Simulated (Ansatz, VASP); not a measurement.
One calculation of Bi3S, two programs

```
Bi S
1.0
     0.00000    3.80256    3.80256
     3.80256    0.00000    3.80256
     3.80256    3.80256    0.00000
Bi S
3 1
Direct
  0.00000 0.00000 0.00000
  0.25000 0.25000 0.25000
  0.75000 0.75000 0.75000
  0.50000 0.50000 0.50000
```

Alike in both runs: functional PBE; k mesh 10 × 10 × 10; occupations gaussian, width 0.1 eV; no spin polarisation.

Ansatz relaxed the structure, and its values are those at the end. VASP's run is a single point on that final structure, the one shown.

|  | VASP | Ansatz |
| --- | --- | --- |
| version | VASP 6.6.1 | Ansatz 0.2.0 |
| potentials or method | VASP PAW PBE potentials, release 64 (Bi_d, S), cutoff 520 eV | scalar-relativistic, plane waves, PAW |
| valence electrons in the cell | 51 | 51 |

```tsv
	VASP	Ansatz	Ansatz less VASP
gap on the k mesh at the Fermi level (eV)	none	none	-
pressure (GPa)	-0.1	0.0	+0.06
```

A gap of «none» marks a metal or a gap that the smearing closes.

Spin-orbit coupling is off throughout.
